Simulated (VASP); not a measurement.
Write the native input for VASP 6.6.1 that does the following.

```
Task                   : single point
Functional             : PBEsol
Potentials or basis    : VASP PAW PBE potentials, release 64 (Sr_sv, O)
Cutoff                 : 520 eV
k mesh                 : 6 × 6 × 6
Occupations            : gaussian, width 0.05 eV
Spin                   : no spin polarisation
Dipole correction      : no
Further INCAR settings : ALGO = Normal; EDIFF = 1e-06; NBANDS = 24
```

The structure of SrO lies in POSCAR:

```
SrO
1.0
    3.9334289643      0.0000000000      0.0000000000
   -1.9667144822      3.4064494071      0.0000000000
    0.0000000000      0.0000000000      5.5680425892
Sr O
2 2
Direct
    0.3333333333      0.6666666667      0.9381277000
    0.6666666667      0.3333333333      0.4381277000
    0.3333333333      0.6666666667      0.4368723000
    0.6666666667      0.3333333333      0.9368723000
```

This cell differs from its parent crystal: strain -0.080 along x and y, +0.080 along z.

One way to write it, as run:

INCAR

```
  PREC = Accurate
  ENCUT = 520
  EDIFF = 1E-6
  ISMEAR = 0
  SIGMA = 0.05
  LREAL = F
  LASPH = T
  NELM = 80
  ALGO = Normal
  ISIF = 2
  LWAVE = F
  LCHARG = T
  GGA = PS
  LELF = T
  LVHAR = T
  NBANDS = 24
```

KPOINTS

```
Automatic mesh
0
Gamma
  6 6 6
```

Potentials or basis: VASP PAW PBE potentials, release 64 (Sr_sv, O).

Launch:

```bash
$ cat potpaw_PBE.64/Sr_sv/POTCAR potpaw_PBE.64/O/POTCAR > POTCAR
$ mpirun -np 1 vasp_std > vasp.out
```

It gave:

```json
{
 "Pressure": "10.0 GPa",
 "Largest force": "0.016 eV/Å",
 "Band gap on the k mesh": "2.41 eV (least direct gap 3.04 eV)"
}
```

Caveat: the cell differs from its parent crystal (strain -0.080 along x and y, +0.080 along z); the cell stands under pressure; the PAW data sets were made with another functional, which shifts forces and pressure a little.

Wall time 120 s on 1 thread of Intel Xeon 8259CL (shared host), peak memory 0.2 GiB.
